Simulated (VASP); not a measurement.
# Be in VASP: notebook, part 3 of 3

VASP 6.6.1. The steps go on from the part before.

## Step 7: Relaxation of cell and atoms, PBE

This run uses another cell than the first one, of 8.77 Å³/atom.

File INCAR:

```
SYSTEM = Be
ALGO = Fast
EDIFF = 1E-6
EDIFFG = -0.01
ENCUT = 600
GGA = PE
IBRION = 2
ISIF = 3
ISMEAR = 0
LASPH = .True.
LCHARG = .False.
LREAL = .False.
LWAVE = .False.
NELM = 80
NSW = 100
PREC = Accurate
SIGMA = 0.1
```

File KPOINTS:

```
k-points
0
Gamma
  24 24 6
  0 0 0
```

File POSCAR:

```
Be
1.0
    2.1943935892      0.0000000000      0.0000000000
   -1.0971967946      1.9004005942      0.0000000000
    0.0000000000      0.0000000000      8.4075846354
Be
4
Direct
    0.3333333333      0.6666666667      0.1089563272
    0.6666666667      0.3333333333      0.6089563272
    0.3333333333      0.6666666667      0.3910436728
    0.6666666667      0.3333333333      0.8910436728
```

Potentials or basis: VASP PAW PBE potentials, release 64 (Be).

Run with:

```console
> cat potpaw_PBE.64/Be/POTCAR > POTCAR
> mpirun -np 1 vasp_std > vasp.out
```

OUTCAR:

```text
SYSTEM = Be
   EDIFF = 1E-6
   EDIFFG = -0.01
   ENCUT = 600
   GGA = PE
   IBRION = 2
   ISIF = 3
   ISMEAR = 0
   LASPH = .True.
   LREAL = .False.
   NELM = 80
   NSW = 100
   PREC = Accurate

 ion  position               nearest neighbor table
   1  0.333  0.667  0.109-   4 2.23   4 2.23   4 2.23   3 2.37
   2  0.667  0.333  0.609-   3 2.23   3 2.23   3 2.23   4 2.37
   3  0.333  0.667  0.391-   2 2.23   2 2.23   2 2.23   1 2.37
   4  0.667  0.333  0.891-   1 2.23   1 2.23   1 2.23   2 2.37

  LATTYP: Found a hexagonal cell.
 ALAT       =     2.1943935892
 C/A-ratio  =     3.8313931816

  Lattice vectors:

 A1 = (   2.1943935892,   0.0000000000,   0.0000000000)
 A2 = (  -1.0971967946,   1.9004005942,   0.0000000000)
 A3 = (   0.0000000000,   0.0000000000,   8.4075846354)

Analysis of symmetry for initial positions (statically):
=====================================================================
 Subroutine PRICEL returns:
 Original cell was already a primitive cell.

 Routine SETGRP: Setting up the symmetry group for a
 hexagonal supercell.

 Subroutine GETGRP returns: Found 24 space group operations
 (whereof 12 operations were pure point group operations)
 out of a pool of 24 trial point group operations.

The static configuration has the point symmetry D_3d.
 The point group associated with its full space group is D_6h.

Analysis of symmetry for dynamics (positions and initial velocities):
=====================================================================
 Subroutine PRICEL returns:
 Original cell was already a primitive cell.

 Routine SETGRP: Setting up the symmetry group for a
 hexagonal supercell.

 Subroutine GETGRP returns: Found 24 space group operations
 (whereof 12 operations were pure point group operations)
 out of a pool of 24 trial point group operations.

The dynamic configuration has the point symmetry D_3d.
 The point group associated with its full space group is D_6h.

 Subroutine INISYM returns: Found 24 space group operations
 (whereof 12 operations are pure point group operations),
 and found     1 'primitive' translations

----------------------------------------------------------------------------------------

                                     Primitive cell

  volume of cell :      35.0615

  direct lattice vectors                    reciprocal lattice vectors
     2.194393589  0.000000000  0.000000000     0.455706763  0.263102422  0.000000000
    -1.097196795  1.900400594  0.000000000     0.000000000  0.526204845  0.000000000
     0.000000000  0.000000000  8.407584635     0.000000000  0.000000000  0.118940224

  length of vectors
     2.194393589  2.194393589  8.407584635     0.526204845  0.526204845  0.118940224

  position of ions in fractional coordinates (direct lattice)
     0.333333333  0.666666667  0.108956327
     0.666666667  0.333333333  0.608956327
     0.333333333  0.666666667  0.391043673
     0.666666667  0.333333333  0.891043673

  ion indices of the primitive-cell ions
   primitive index   ion index
                 1           1
                 2           2
                 3           3
                 4           4

----------------------------------------------------------------------------------------

 KPOINTS: k-points
[... 57 lines left out ...]
   NGXF,Y,Z  is equivalent  to a cutoff of  27.27, 27.27, 27.68 a.u.
 SYSTEM =  Be
   PREC   = accura    normal or accurate (medium, high low for compatibility)
   ISTART =      0    job   : 0-new  1-cont  2-samecut
   ICHARG =      2    charge: 1-file 2-atom 10-const
   ISPIN  =      1    spin polarized calculation?
   LNONCOLLINEAR =      F non collinear calculations
   LSORBIT =      F    spin-orbit coupling
   LASPH  =      T    aspherical Exc in radial PAW
   ENCUT  =  600.0 eV  44.10 Ry    6.64 a.u.   4.38  4.38 16.79*2*pi/ulx,y,z
   NELM   =     80;   NELMIN=  2; NELMDL= -5     # of ELM steps
   EDIFF  = 0.1E-05   stopping-criterion for ELM
   LREAL  =      F    real-space projection
   EDIFFG = -.1E-01   stopping-criterion for IOM
   NSW    =    100    number of steps for IOM
   IBRION =      2    ionic relax: 0-MD 1-quasi-New 2-CG
   NFREE  =      1    steps in history (QN), initial steepest desc. (CG)
   ISIF   =      3    stress and relaxation
   ISYM   =      2    0-nonsym 1-usesym 2-fastsym
   POTIM  = 0.5000    time-step for ionic-motion
   TEBEG  =    0.0;   TEEND  =   0.0 temperature during run
   PSTRESS=    0.0 pullay stress
   NELECT =       8.0000    total number of electrons
   NUPDOWN=      -1.0000    fix difference up-down
   EMIN   =  10.00;   EMAX   =-10.00  energy-range for DOS
   EFERMI =   0.00;   METHOD = LEGACY
   ISMEAR =     0;   SIGMA  =   0.10  broadening in eV -4-tet -1-fermi 0-gaus
   EFERMI_NEDOS =   21; number of points for ismear=-14 and -15
   IALGO  =     68    algorithm
   IMIX   =      4    mixing-type and parameters
     AMIX     =   0.40;   BMIX     =  1.00
     AMIX_MAG =   1.60;   BMIX_MAG =  1.00
  volume/ion in A,a.u.               =       8.77        59.15
  Fermi-wavevector in a.u.,A,eV,Ry     =   1.000371  1.890427 13.615929  1.000743
  Thomas-Fermi vector in A             =   2.132723
   LORBIT       =      0    0 simple, 1 ext, 2 COOP (PROOUT), +10 PAW based schemes
   GGA     = PE    functional components
   LHFCALC =     F    Hartree Fock is set to
   AEXX    =    0.0000 exact exchange contribution
   IVDW    =     0    specifies the selected vdW correction
   LEPSILON=     F    determine dielectric tensor
   LRPA    =     F    only Hartree local field effects (RPA)
 conjugate gradient relaxation of ions
 non-spin polarized calculation
 RMM-DIIS sequential band-by-band and
 Gauss-broadening in eV      SIGMA  =   0.10
  energy-cutoff  :      600.00
  volume of cell :       35.06
 maximum number of plane-waves:      1215
 NGX is ok and might be reduce to    18
   NGX =  9   NGY =  9   NGZ = 33

--------------------------------------- Ionic step        1  -------------------------------------------

 number of electron       8.0000000 magnetization

 Free energy of the ion-electron system (eV)
  ---------------------------------------------------
  ext. energy  EPLUGINS =         0.00000000
  ---------------------------------------------------
  free energy    TOTEN  =       -13.83910891 eV

  energy without entropy =      -13.83438880  energy(sigma->0) =      -13.83674885

------------------------ aborting loop because EDIFF is reached ----------------------------------------

  FORCE on cell =-STRESS in cart. coord.  units (eV):
  Direction    XX          YY          ZZ          XY          YZ          ZX
  --------------------------------------------------------------------------------------
  -------------------------------------------------------------------------------------
  Total        0.0100246      0.0100246      0.1625487      0.0000000     -0.0000000      0.0000000
  in kB        0.4580843      0.4580843      7.4278500      0.0000000     -0.0000000      0.0000000
  external PRESSURE =       2.7813395 kB  Pullay stress =       0.0000000 kB
[... 177 lines left out ...]
--------------------------------------- Ionic step        6  -------------------------------------------

 number of electron       8.0000000 magnetization

 Free energy of the ion-electron system (eV)
  ---------------------------------------------------
  ext. energy  EPLUGINS =         0.00000000
  ---------------------------------------------------
  free energy    TOTEN  =       -13.84283052 eV

  energy without entropy =      -13.83806397  energy(sigma->0) =      -13.84044724

 E-fermi :   5.5367     XC(G=0): -10.1830

 val. band max:        5.5268894230   @ k =   0.2083   0.0833   0.1667
 cond. band min:       5.5375985597   @ k =   0.2083   0.1667   0.0000
 fundamental gap:      0.0107091367
 Fermi energy:         5.5367136162

 k-point     1 :       0.0000    0.0000    0.0000
  band No.  band energies     occupation
      1      -4.7241      2.00000
      2      -3.6905      2.00000
      3      -2.3364      2.00000
      4       0.8188      2.00000
      5       3.6773      2.00000
      6       9.3971      0.00000
      7      12.8479      0.00000
      8      20.8266      0.00000
[... 243 lines left out ...]
 k-point    24 :       0.4583    0.0417    0.0000
  band No.  band energies     occupation
      1       1.6453      2.00000
      2       2.7301      2.00000
      3       3.0087      2.00000
      4       4.4038      2.00000
      5       7.2740      0.00000
      6       7.8713      0.00000
      7       9.7959      0.00000
      8      10.7073      0.00000

 [... further k-points ...]

------------------------ aborting loop because EDIFF is reached ----------------------------------------

  FORCE on cell =-STRESS in cart. coord.  units (eV):
  Direction    XX          YY          ZZ          XY          YZ          ZX
  --------------------------------------------------------------------------------------
  -------------------------------------------------------------------------------------
  Total       -0.0303147     -0.0303147      0.0377513      0.0000000      0.0000000     -0.0000000
  in kB       -1.3724889     -1.3724889      1.7091766      0.0000000      0.0000000     -0.0000000
  external PRESSURE =      -0.3452671 kB  Pullay stress =       0.0000000 kB
[... 19 lines left out ...]
  FREE ENERGIE OF THE ION-ELECTRON SYSTEM (eV)
  ---------------------------------------------------
  free  energy   TOTEN  =       -13.8428305163 eV

  energy  without entropy=      -13.8380639731  energy(sigma->0) =      -13.84044724

 reached required accuracy - stopping structural energy minimisation
```

It took 2.2 min on 1 thread of AMD EPYC 7R13 (Zen 3), shared host; peak memory 0.17 GiB.

Results:

| Quantity | Value |
| --- | --- |
| Free energy | -13.8428 eV |
| Relaxed volume | 8.85 Å³/atom |
| Relaxed cell | a = 2.198 Å, b = 2.198 Å, c = 8.460 Å, α = 90.00°, β = 90.00°, γ = 120.00° |
| Space group after relaxing (to 0.1 Å) | P6_3/mmc (No. 194) |
| Energy gained by relaxing | 0.9 meV/atom |
| Ionic steps | 6 |
| Pressure after relaxing | 0.0 GPa |
| Band gap on the k mesh | zero (bands 4 and 5 overlap by 3.23 eV) |

Step by step:
```
step  energy change (eV)  largest force (eV/Å)  pressure (GPa)  volume (Å³)
   1              0.0000                0.1248            0.28        35.06
   2             -0.0025                0.0612            0.33        35.14
   3             -0.0035                0.0071            0.40        35.22
   4             -0.0035                0.0093            0.41        35.23
   5             -0.0037                0.0022            0.00        35.38
   6             -0.0037                0.0014           -0.03        35.39
```

Final structure:
```
CELL_PARAMETERS angstrom
2.19777 0.00000 0.00000
-1.09888 1.90332 0.00000
0.00000 0.00000 8.45981
ATOMIC_POSITIONS crystal
Be 0.33333 0.66667 0.10741
Be 0.66667 0.33333 0.60741
Be 0.33333 0.66667 0.39259
Be 0.66667 0.33333 0.89259
```

## Step 8: Overview

| task | cell | k mesh | cutoff (eV) | gap on the mesh (eV) | pressure (GPa) | relaxed volume (Å³/atom) | largest force (eV/Å) |
| --- | --- | --- | --- | --- | --- | --- | --- |
| relaxation of cell and atoms | relaxed from a = 2.515, b = 2.515, c = 6.456 Å, angles 90.0, 90.0, 120.0°, 4 atoms, atomic positions A | 9 × 9 × 4 | 600 | none | 0.4 | 8.87 | 0.04 |
| single point | a = 2.260, b = 3.898, c = 7.527 Å, angles 105.1, 98.6, 90.1°, 8 atoms, atomic positions B | 10 × 6 × 4 | 520 | none | 0.1 | - | - |
| single point | a = 2.195, b = 3.802, c = 8.474 Å, 8 atoms, atomic positions C | 10 × 6 × 4 | 520 | none | 0.3 | - | 0.03 |
| single point | a = 2.195, b = 2.195, c = 8.474 Å, angles 90.0, 90.0, 120.0°, 4 atoms, atomic positions D | 24 × 24 × 6 | 520 | none | 0.2 | - | 0.01 |
| single point | a = 2.255, b = 2.255, c = 7.179 Å, angles 90.0, 90.0, 120.0°, 4 atoms, atomic positions E | 24 × 24 × 8 | 520 | none | 0.1 | - | - |
| relaxation of cell and atoms | relaxed from a = 2.194, b = 2.194, c = 8.408 Å, angles 90.0, 90.0, 120.0°, 4 atoms, atomic positions F | 24 × 24 × 6 | 600 | none | 0.0 | 8.85 | - |

Alike in all rows: level PBE; potentials or basis VASP PAW PBE potentials, release 64 (Be); no spin polarisation; smearing gaussian 0.1 eV.

Caveats: a cell axis changed by over 15 % at a fixed basis, so the end point is rough (at least some runs).

Total energies depend on the potentials used, so only differences within one code and one set of settings carry meaning.

The gap in the log of VASP goes by the Fermi energy; the results here count the filled bands.